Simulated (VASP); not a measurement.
# GaN (F-43m) in VASP: a series of runs

GaN is run at these levels: LDA; tasks: single point, relaxation of cell and atoms.

All numbers are computed with VASP 6.6.1; they aren't measurements. Logs are shortened: lines on timing, memory, paths and dates and some standing lists are left out, and cuts for length are marked.

### Step 1. The cell of the first run

It takes space group F-43m (No. 216, cubic). Conventional cell: a = 4.408 Å, b = 4.408 Å, c = 4.408 Å, α = 90.00°, β = 90.00°, γ = 90.00°. Ga (site symmetry -43m) has 4 N at 1.91 Å within 2.5 Å. Within 2.5 Å of N (site symmetry -43m) lie 4 Ga at 1.91 Å.

### Step 2. Single point, LDA

Input file INCAR:

```
  PREC = Accurate
  ENCUT = 520
  EDIFF = 1E-6
  ISMEAR = 0
  SIGMA = 0.01
  LREAL = F
  LASPH = T
  NELM = 60
  ALGO = Normal
  ISIF = 2
  LWAVE = F
  LCHARG = T
  GGA = CA
  LELF = T
  LVHAR = T
  NBANDS = 16
```

Input file KPOINTS:

```
Automatic mesh
0
Gamma
  10 10 10
```

Input file POSCAR:

```
GaN
1.0
    0.0000000000      2.2038781765      2.2038781765
    2.2038781765      0.0000000000      2.2038781765
    2.2038781765      2.2038781765      0.0000000000
Ga N
1 1
Direct
    0.0000000000      0.0000000000      0.0000000000
    0.2500000000      0.2500000000      0.2500000000
```

Potentials or basis: VASP PAW LDA potentials, release 64 (Ga_d, N).

The run is started by

```
$ cat potpaw_LDA.64/Ga_d/POTCAR potpaw_LDA.64/N/POTCAR > POTCAR
$ mpirun -np 1 vasp_std > vasp.out
```

OUTCAR:

```text
PREC = Accurate
   ENCUT = 520
   EDIFF = 1E-6
   ISMEAR = 0
   LREAL = F
   LASPH = T
   NELM = 60
   ISIF = 2
   GGA = CA

 ion  position               nearest neighbor table
   1  0.000  0.000  0.000-   2 1.91   2 1.91   2 1.91   2 1.91
   2  0.250  0.250  0.250-   1 1.91   1 1.91   1 1.91   1 1.91

  LATTYP: Found a face centered cubic cell.
 ALAT       =     4.4077563530

  Lattice vectors:

 A1 = (   0.0000000000,   2.2038781765,   2.2038781765)
 A2 = (   2.2038781765,   0.0000000000,   2.2038781765)
 A3 = (   2.2038781765,   2.2038781765,   0.0000000000)

Analysis of symmetry for initial positions (statically):
=====================================================================
 Subroutine PRICEL returns:
 Original cell was already a primitive cell.

 Routine SETGRP: Setting up the symmetry group for a
 face centered cubic supercell.

 Subroutine GETGRP returns: Found 24 space group operations
 (whereof 24 operations were pure point group operations)
 out of a pool of 48 trial point group operations.

The static configuration has the point symmetry T_d .

Analysis of symmetry for dynamics (positions and initial velocities):
=====================================================================
 Subroutine PRICEL returns:
 Original cell was already a primitive cell.

 Routine SETGRP: Setting up the symmetry group for a
 face centered cubic supercell.

 Subroutine GETGRP returns: Found 24 space group operations
 (whereof 24 operations were pure point group operations)
 out of a pool of 48 trial point group operations.

The dynamic configuration has the point symmetry T_d .

 Subroutine INISYM returns: Found 24 space group operations
 (whereof 24 operations are pure point group operations),
 and found     1 'primitive' translations

----------------------------------------------------------------------------------------

                                     Primitive cell

  volume of cell :      21.4088

  direct lattice vectors                    reciprocal lattice vectors
     0.000000000  2.203878176  2.203878176    -0.226872794  0.226872794  0.226872794
     2.203878176  0.000000000  2.203878176     0.226872794 -0.226872794  0.226872794
     2.203878176  2.203878176  0.000000000     0.226872794  0.226872794 -0.226872794

  length of vectors
     3.116754407  3.116754407  3.116754407     0.392955206  0.392955206  0.392955206

  position of ions in fractional coordinates (direct lattice)
     0.000000000  0.000000000  0.000000000
     0.250000000  0.250000000  0.250000000

  ion indices of the primitive-cell ions
   primitive index   ion index
                 1           1
                 2           2

----------------------------------------------------------------------------------------

 KPOINTS: Automatic mesh

Automatic generation of k-mesh.
 Grid dimensions read from file:
 generate k-points for:   10   10   10

 Generating k-lattice:

  Cartesian coordinates                     Fractional coordinates (reciprocal lattice)
    -0.022687279  0.022687279  0.022687279     0.100000000  0.000000000  0.000000000
     0.022687279 -0.022687279  0.022687279     0.000000000  0.100000000  0.000000000
     0.022687279  0.022687279 -0.022687279     0.000000000  0.000000000  0.100000000

  Length of vectors
     0.039295521  0.039295521  0.039295521

  Shift w.r.t. Gamma in fractional coordinates (k-lattice)
     0.000000000  0.000000000  0.000000000

 Subroutine IBZKPT returns following result:
 ===========================================

 Found     47 irreducible k-points:

 Following reciprocal coordinates:
            Coordinates               Weight
  0.000000  0.000000  0.000000      1.000000
  0.100000  0.000000  0.000000      8.000000
  0.200000  0.000000  0.000000      8.000000
  0.300000  0.000000  0.000000      8.000000
  0.400000  0.000000  0.000000      8.000000
  0.500000  0.000000  0.000000      4.000000
[... 16 lines left out ...]
  0.300000  0.300000  0.000000      6.000000
  0.400000  0.300000  0.000000     24.000000
 [... further k-points ...]
   k-points           NKPTS =     47   k-points in BZ     NKDIM =     47   number of bands    NBANDS=     16
   number of dos      NEDOS =    301   number of ions     NIONS =      2
   total plane-waves  NPLWV =  13824
   dimension x,y,z NGX =    24 NGY =   24 NGZ =   24
   dimension x,y,z NGXF=    48 NGYF=   48 NGZF=   48
   ions per type =               1   1
   NGX,Y,Z   is equivalent  to a cutoff of  12.80, 12.80, 12.80 a.u.
   NGXF,Y,Z  is equivalent  to a cutoff of  25.60, 25.60, 25.60 a.u.
 SYSTEM =  unknown system
   PREC   = accura    normal or accurate (medium, high low for compatibility)
   ISTART =      0    job   : 0-new  1-cont  2-samecut
   ICHARG =      2    charge: 1-file 2-atom 10-const
   ISPIN  =      1    spin polarized calculation?
   LNONCOLLINEAR =      F non collinear calculations
   LSORBIT =      F    spin-orbit coupling
   LASPH  =      T    aspherical Exc in radial PAW
   ENCUT  =  520.0 eV  38.22 Ry    6.18 a.u.   5.80  5.80  5.80*2*pi/ulx,y,z
   NELM   =     60;   NELMIN=  2; NELMDL= -5     # of ELM steps
   EDIFF  = 0.1E-05   stopping-criterion for ELM
   LREAL  =      F    real-space projection
   EDIFFG = 0.1E-04   stopping-criterion for IOM
   NSW    =      0    number of steps for IOM
   IBRION =     -1    ionic relax: 0-MD 1-quasi-New 2-CG
   NFREE  =      0    steps in history (QN), initial steepest desc. (CG)
   ISIF   =      2    stress and relaxation
   ISYM   =      2    0-nonsym 1-usesym 2-fastsym
   POTIM  = 0.5000    time-step for ionic-motion
   TEBEG  =    0.0;   TEEND  =   0.0 temperature during run
   PSTRESS=    0.0 pullay stress
   NELECT =      18.0000    total number of electrons
   NUPDOWN=      -1.0000    fix difference up-down
   EMIN   =  10.00;   EMAX   =-10.00  energy-range for DOS
   EFERMI =   0.00;   METHOD = LEGACY
   ISMEAR =     0;   SIGMA  =   0.01  broadening in eV -4-tet -1-fermi 0-gaus
   EFERMI_NEDOS =   21; number of points for ismear=-14 and -15
   IALGO  =     38    algorithm
   IMIX   =      4    mixing-type and parameters
     AMIX     =   0.40;   BMIX     =  1.00
     AMIX_MAG =   1.60;   BMIX_MAG =  1.00
  volume/ion in A,a.u.               =      10.70        72.24
  Fermi-wavevector in a.u.,A,eV,Ry     =   1.545141  2.919893 32.483370  2.387460
  Thomas-Fermi vector in A             =   2.650562
   LORBIT       =      0    0 simple, 1 ext, 2 COOP (PROOUT), +10 PAW based schemes
   GGA     = CA    functional components
   LHFCALC =     F    Hartree Fock is set to
   AEXX    =    0.0000 exact exchange contribution
   IVDW    =     0    specifies the selected vdW correction
   LEPSILON=     F    determine dielectric tensor
   LRPA    =     F    only Hartree local field effects (RPA)
 non-spin polarized calculation
 Gauss-broadening in eV      SIGMA  =   0.01
  energy-cutoff  :      520.00
  volume of cell :       21.41
 maximum number of plane-waves:       589
   NGX = 11   NGY = 11   NGZ = 11

 number of electron      18.0000006 magnetization

 Free energy of the ion-electron system (eV)
  ---------------------------------------------------
  ext. energy  EPLUGINS =         0.00000000
  ---------------------------------------------------
  free energy    TOTEN  =       -13.92328431 eV

  energy without entropy =      -13.92328431  energy(sigma->0) =      -13.92328431

 E-fermi :   5.9389     XC(G=0): -12.4791

 val. band max:        5.7960803866   @ k =   0.0000   0.0000   0.0000
 cond. band min:       7.9775812580   @ k =   0.0000   0.0000   0.0000
 fundamental gap:      2.1815008714
 Fermi energy:         5.9389297075

 k-point     1 :       0.0000    0.0000    0.0000
  band No.  band energies     occupation
      1     -10.6082      2.00000
      2      -7.8396      2.00000
      3      -7.8396      2.00000
      4      -7.8396      2.00000
      5      -7.4483      2.00000
      6      -7.4483      2.00000
[... 8 lines left out ...]
     15      24.9839      0.00000
     16      24.9839      0.00000

 k-point     2 :       0.1000    0.0000    0.0000
  band No.  band energies     occupation
      1     -10.4810      2.00000
      2      -7.8231      2.00000
      3      -7.8231      2.00000
      4      -7.8042      2.00000
      5      -7.4500      2.00000
      6      -7.4500      2.00000
[... 8 lines left out ...]
     15      23.6798      0.00000
     16      23.6798      0.00000

 k-point     3 :       0.2000    0.0000    0.0000
  band No.  band energies     occupation
      1     -10.1552      2.00000
      2      -7.7849      2.00000
      3      -7.7849      2.00000
      4      -7.6458      2.00000
      5      -7.4490      2.00000
      6      -7.4490      2.00000
[... 8 lines left out ...]
     15      22.8950      0.00000
     16      22.8951      0.00000

 k-point     4 :       0.3000    0.0000    0.0000
  band No.  band energies     occupation
      1      -9.7994      2.00000
      2      -7.7510      2.00000
      3      -7.7510      2.00000
      4      -7.4327      2.00000
      5      -7.4327      2.00000
      6      -7.2264      2.00000
[... 8 lines left out ...]
     15      23.4458      0.00000
     16      23.4458      0.00000
[... 324 lines left out ...]
 k-point    22 :      -0.2000    0.2000    0.0000
  band No.  band energies     occupation
      1      -9.6897      2.00000
      2      -7.7333      2.00000
      3      -7.7131      2.00000
      4      -7.4788      2.00000
      5      -7.4768      2.00000
      6      -7.0177      2.00000
[... 8 lines left out ...]
     15      23.6381      0.00000
     16      26.9867      0.00000

 k-point    23 :       0.3000    0.3000    0.0000
  band No.  band energies     occupation
      1      -9.5856      2.00000
      2      -7.6838      2.00000
      3      -7.6092      2.00000
      4      -7.6092      2.00000
      5      -7.3875      2.00000
      6      -7.0126      2.00000
[... 8 lines left out ...]
     15      28.4272      0.00000
     16      29.2477      0.00000

 k-point    24 :       0.4000    0.3000    0.0000
  band No.  band energies     occupation
      1      -9.4426      2.00000
      2      -7.7003      2.00000
      3      -7.5685      2.00000
      4      -7.5665      2.00000
      5      -7.3752      2.00000
      6      -6.5022      2.00000
[... 8 lines left out ...]
     15      28.8544      0.00000
     16      29.0673      0.00000

 [... further k-points ...]

------------------------ aborting loop because EDIFF is reached ----------------------------------------

  FORCE on cell =-STRESS in cart. coord.  units (eV):
  Direction    XX          YY          ZZ          XY          YZ          ZX
  --------------------------------------------------------------------------------------
  -------------------------------------------------------------------------------------
  Total        1.1037825      1.1037825      1.1037825      0.0000000      0.0000000     -0.0000000
  in kB       82.6040461     82.6040461     82.6040461      0.0000000      0.0000000     -0.0000000
  external PRESSURE =      82.6040461 kB  Pullay stress =       0.0000000 kB

 VOLUME and BASIS-vectors are now :
 -----------------------------------------------------------------------------
  energy-cutoff  :      520.00
  volume of cell :       21.41
      direct lattice vectors                 reciprocal lattice vectors
     0.000000000  2.203878176  2.203878176    -0.226872794  0.226872794  0.226872794
     2.203878176  0.000000000  2.203878176     0.226872794 -0.226872794  0.226872794
     2.203878176  2.203878176  0.000000000     0.226872794  0.226872794 -0.226872794

 POSITION                                       TOTAL-FORCE (eV/Angst)
 -----------------------------------------------------------------------------------
      0.00000      0.00000      0.00000         0.000000     -0.000000      0.000000
      1.10194      1.10194      1.10194        -0.000000      0.000000     -0.000000
 -----------------------------------------------------------------------------------
    total drift:                                0.000002      0.000002      0.000002

  FREE ENERGIE OF THE ION-ELECTRON SYSTEM (eV)
  ---------------------------------------------------
  free  energy   TOTEN  =       -13.9232843107 eV

  energy  without entropy=      -13.9232843107  energy(sigma->0) =      -13.92328431
```

Run time: 7.7 s. Hardware: 1 thread of Intel Xeon Platinum 8488C (Sapphire Rapids), shared host; peak memory 0.13 GiB.

Results:

* Free energy: -13.9233 eV
* Pressure: 8.3 GPa
* Band gap on the k mesh: 2.18 eV, direct

### Step 3. Relaxation of cell and atoms, LDA, target pressure 1 GPa, at which the enthalpy is minimised

This run uses another cell than the first one, of 11.06 Å³/atom, 1.033 times its volume.

Input file INCAR:

```
  ALGO = Normal
  EDIFF = 1E-6
  EDIFFG = -0.002
  ENCUT = 600
  IBRION = 2
  ISIF = 3
  ISMEAR = 0
  LASPH = T
  LCHARG = F
  LREAL = F
  LWAVE = F
  NELM = 80
  NSW = 100
  PREC = Accurate
  PSTRESS = 10.0
  SIGMA = 0.01
```

Input file KPOINTS:

```
k-points
0
Gamma
  10 10 10
```

Input file POSCAR:

```
GaN
1.0
    0.0000000000      2.2277074437      2.2277074437
    2.2277074437      0.0000000000      2.2277074437
    2.2277074437      2.2277074437      0.0000000000
Ga N
1 1
Direct
    0.0000000000      0.0000000000      0.0000000000
    0.2500000000      0.2500000000      0.2500000000
```

Potentials or basis: VASP PAW LDA potentials, release 64 (Ga_d, N).

The run is started by

```
$ cat potpaw_LDA.64/Ga_d/POTCAR potpaw_LDA.64/N/POTCAR > POTCAR
$ mpirun -np 1 vasp_std > vasp.out
```

Run time: 20 s. Hardware: 1 thread of Intel Xeon Platinum 8488C (Sapphire Rapids), shared host; peak memory 0.15 GiB.

The run converged. Its results:

| Item | Value |
| --- | --- |
| Free energy | -13.9441 eV |
| Pressure after relaxing | 1.0 GPa |
| Band gap on the k mesh | 1.97 eV, direct |

Final structure:
```xyz
2
Lattice="0.0000 2.2277 2.2277 2.2277 0.0000 2.2277 2.2277 2.2277 0.0000" Properties=species:S:1:pos:R:3 pbc="T T T"
Ga    0.0000    0.0000    0.0000
N     1.1139    1.1139    1.1139
```

Levels at points of the mesh, in eV from the valence-band top:
| k point | band 6 | band 7 | band 8 | band 9 | band 10 | band 11 | band 12 | band 13 |
| --- | --- | --- | --- | --- | --- | --- | --- | --- |
| (0.00, 0.00, 0.00) | -13.24 | 0.00 | 0.00 | 0.00 | 1.97 | 10.33 | 10.33 | 10.33 |
| (0.50, 0.00, 0.00) | -11.86 | -7.35 | -1.02 | -1.02 | 4.78 | 8.77 | 10.38 | 10.38 |
| (0.50, 0.50, 0.00) | -11.38 | -6.35 | -2.86 | -2.86 | 3.26 | 6.68 | 11.75 | 14.12 |

Caveat: the relaxation stopped at its first step, so nothing moved; the cell is relaxed towards a set pressure, so the enthalpy falls and the energy may rise.

[end of part 1 of 2]
